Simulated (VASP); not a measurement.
Input of a VASP 6.6.1 run:

The input INCAR:

```
SYSTEM = CoO
PREC = Accurate
ENCUT = 700
EDIFF = 1E-6
ISMEAR = -1
SIGMA = 0.05
LREAL = .False.
LASPH = .True.
NELM = 200
ALGO = Normal
ISIF = 2
LWAVE = .False.
LCHARG = .False.
ISPIN = 2
MAGMOM = 4 0
LORBIT = 11
NUPDOWN = 4.0
LMAXMIX = 4
GGA = PE
NBANDS = 22
GGA_COMPAT = .False.
```

File KPOINTS:

```
Automatic mesh
0
Gamma
  9 9 9
  0 0 0
```

File POSCAR:

```
CoO
1.0
    0.0000000000      2.1315000000      2.1315000000
    2.1315000000      0.0000000000      2.1315000000
    2.1315000000      2.1315000000      0.0000000000
Co O
1 1
Direct
    0.0000000000      0.0000000000      0.0000000000
    0.5000000000      0.5000000000      0.5000000000
```

Potentials or basis: VASP PAW PBE potentials, release 64 (Co_sv, O).

Run with:

```bash
$ cat potpaw_PBE.64/Co_sv/POTCAR potpaw_PBE.64/O/POTCAR > POTCAR
$ mpirun -np 1 vasp_std > vasp.out
```

Question: Estimate the pressure.

Answer: 21.3 GPa.

Caveat: the cell stands under pressure; the total moment is fixed, so each spin has its own Fermi level and the state may be an excited one; a cell with one magnetic atom can't hold antiferromagnetic order, which such compounds often take.
